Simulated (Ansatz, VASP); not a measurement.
# Two plane-wave programs on TaN

INCAR

```
SYSTEM = TaN
PREC = Accurate
ENCUT = 520
EDIFF = 1E-7
ISMEAR = 0
SIGMA = 0.15
LREAL = .FALSE.
LASPH = .TRUE.
NELM = 60
ALGO = Normal
ISIF = 2
LWAVE = .FALSE.
LCHARG = .FALSE.
GGA = PS
NBANDS = 15
```

Contents of KPOINTS:

```
regular mesh
0
G
  18 18 16
  0 0 0
```

Contents of POSCAR:

```
TaN
1.0
    2.8144000000      0.0000000000      0.0000000000
   -1.4072000000      2.4373418964      0.0000000000
    0.0000000000      0.0000000000      2.9425000000
Ta N
1 1
Direct
    0.3333333333      0.6666666667      0.5000000000
    0.0000000000      0.0000000000      0.0000000000
```

Input for Ansatz:

```yaml
crystal:
  lattice:
    - [2.8144, 0.0, 0.0]
    - [-1.4072, 2.4373418964, 0.0]
    - [0.0, 0.0, 2.9425]
  atoms:
    - { symbol: Ta, position: [0.3333333333, 0.6666666667, 0.5] }
    - { symbol: "N", position: [0.0, 0.0, 0.0] }
basis:
  ecutwfc: 520.0
kpoints:
  mp_grid: { grid: [18, 18, 16] }
hamiltonian:
  xc: pbesol
scf:
  occupations: { method: gaussian, width: 0.15 }
output:
  forces: true
  stress: true
  eigenvalues: true
  write_density: true
  write_potential: true
  elf: true
  volumetric_format: npy
```

Alike in both runs: task single point; functional PBEsol; k mesh 18 × 18 × 16; occupations gaussian, width 0.15 eV; no spin polarisation.

```csv
,VASP,Ansatz
version,VASP 6.6.1,Ansatz 0.2.0
potentials or method,"VASP PAW PBE potentials, release 64 (Ta_pv, N), cutoff 520 eV","scalar-relativistic, plane waves, PAW"
valence electrons in the cell,16,18
```

VASP gave:

```
gap on the k mesh at the Fermi level (eV)                     : none
pressure (GPa)                                                : 20.9
traceless stress, the component that is largest in VASP (GPa) : -28.06
```

Estimate Ansatz's values.

gap on the k mesh at the Fermi level (eV): none; pressure (GPa): 19.8; traceless stress, the component that is largest in VASP (GPa): -28.19.

VASP's potentials were made for PBE, not for PBEsol. A gap of «none» marks a metal or a gap that the smearing closes. VASP's potentials hold 16 valence electrons a cell and Ansatz's 18, so a difference there can come from the potentials and not from the codes.

Spin-orbit coupling is off throughout.
